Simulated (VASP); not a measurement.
# Hf: relaxation of cell and atoms with PBEsol

Crystal: Hf.

```
CELL_PARAMETERS angstrom
1.77500 1.77500 1.77500
-1.77500 1.77500 1.77500
-1.77500 -1.77500 1.77500
ATOMIC_POSITIONS crystal
Hf 0.00000 0.00000 0.00000
```

```
Program                : VASP 6.6.1
Task                   : relaxation of cell and atoms
Functional             : PBEsol
Potentials or basis    : VASP PAW PBE potentials, release 64 (Hf_pv)
Cutoff                 : 500 eV
k mesh                 : 10 × 10 × 10
Occupations            : methfessel-paxton, width 0.1 eV
Spin                   : no spin polarisation
Target pressure        : 30 GPa
Dipole correction      : no
Further INCAR settings : ALGO = Normal; EDIFF = 1e-07; IBRION = 2; EDIFFG = -0.02; NSW = 60; ISIF = 3
```

```yaml
Relaxed_volume: 17.25 Å³/atom
Relaxed_cell: a = 2.819 Å, b = 2.819 Å, c = 2.819 Å, α = 70.53°, β = 109.47°, γ = 70.53°
Space_group_after_relaxing_to_0.05_Å: Im-3m (No. 229)
Energy_change_on_relaxing_the_enthalpy_is_what_falls: +304.4 meV/atom
Ionic_steps: 8
Pressure_after_relaxing: 30.0 GPa
Band_gap_on_the_k_mesh: zero (band 5 reaches 7.96 eV, above the bottom of band 6 at 5.45 eV)
```

Step by step:
```tsv
step	energy change (eV)	largest force (eV/Å)	pressure (GPa)	volume (Å³)
1	0.0000	0.0000	-5.14	22.37
2	5.9142	0.0000	318.13	9.95
3	0.1795	0.0000	21.98	18.02
4	0.2500	0.0000	26.86	17.56
5	0.2986	0.0000	29.69	17.28
6	0.3161	0.0000	30.65	17.19
7	0.2880	0.0000	29.09	17.34
8	0.3044	0.0000	30.00	17.25
```

Final structure:
```yaml
crystal:
  lattice:
    - [1.62776, 1.62776, 1.62776]
    - [-1.62776, 1.62776, 1.62776]
    - [-1.62776, -1.62776, 1.62776]
  atoms:
    - { symbol: Hf, position: [0.00000, 0.00000, 0.00000] }
```

Levels at points of the mesh, in eV from the Fermi level:
```
           k point  band 3  band 4  band 5  band 6  band 7  band 8
(0.00, 0.00, 0.00)  -28.77   -7.81    1.63    1.63    1.63    5.25
(0.50, 0.00, 0.00)  -28.80   -4.32   -1.11    2.47    5.28    6.57
(0.50, 0.50, 0.50)  -30.04   -3.93   -3.93    8.93    8.93    8.93
```

It took 74 s on 1 thread of Intel Xeon 8259CL, with other jobs on the host, peak memory 0.16 GiB.

Caveat: the cell is relaxed towards a set pressure, so the enthalpy falls and the energy may rise; the volume moved by over 15 % at a fixed basis, so the end points are rough; the PAW data sets were made with another functional, which shifts forces and pressure a little; spin-orbit coupling is left out, which moves the levels of the heavy elements.
